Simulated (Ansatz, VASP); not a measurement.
Sc4Ta in VASP and in Ansatz

```
Sc Ta
1.0
     4.84771    0.00000    0.00000
    -2.42385    4.19824    0.00000
     0.00000    0.00000    6.21286
Sc Ta
4 1
Direct
  0.33333 0.66667 0.76196
  0.33333 0.66667 0.23804
  0.66667 0.33333 0.23804
  0.66667 0.33333 0.76196
  0.00000 0.00000 0.00000
```

Alike in both runs: task single point; functional PBE; k mesh 12 × 12 × 6; occupations gaussian, width 0.1 eV; no spin polarisation.

|  | VASP | Ansatz |
| --- | --- | --- |
| version | VASP 6.6.1 | Ansatz 0.2.0 |
| potentials or method | VASP PAW PBE potentials, release 64 (Sc_sv, Ta_pv), cutoff 520 eV | scalar-relativistic, plane waves, PAW |
| valence electrons in the cell | 55 | 57 |

Ansatz gave:

```
gap on the k mesh at the Fermi level (eV) : none
pressure (GPa)                            : 0.0
```

Which values does VASP return?

gap on the k mesh at the Fermi level (eV): none; pressure (GPa): 0.1.

A gap of «none» marks a metal or a gap that the smearing closes. VASP's potentials hold 55 valence electrons a cell and Ansatz's 57, so a difference there can come from the potentials and not from the codes.

Neither program's run includes spin-orbit coupling.
